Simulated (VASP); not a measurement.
A run of VASP 6.6.1 is set up as follows.

INCAR

```
ALGO = Normal
EDIFF = 1E-7
ENCUT = 520
GGA = PE
ISIF = 2
ISMEAR = -1
LASPH = T
LCHARG = F
LREAL = F
LWAVE = F
NBANDS = 12
NELM = 60
PREC = Accurate
SIGMA = 0.1
```

The input KPOINTS:

```
k-points
0
Gamma
  16 16 16
```

Contents of POSCAR:

```
In
1.0
   -1.5154764090      1.5154764090      1.5154764090
    1.5154764090     -1.5154764090      1.5154764090
    1.5154764090      1.5154764090     -1.5154764090
In
1
Direct
    0.0000000000      0.0000000000      0.0000000000
```

Potentials or basis: VASP PAW PBE potentials, release 64 (In_d).

The run is started by

```console
$ cat potpaw_PBE.64/In_d/POTCAR > POTCAR
$ mpirun -np 1 vasp_std > vasp.out
```

Problem. Estimate the pressure.

Solution. 141.9 GPa.
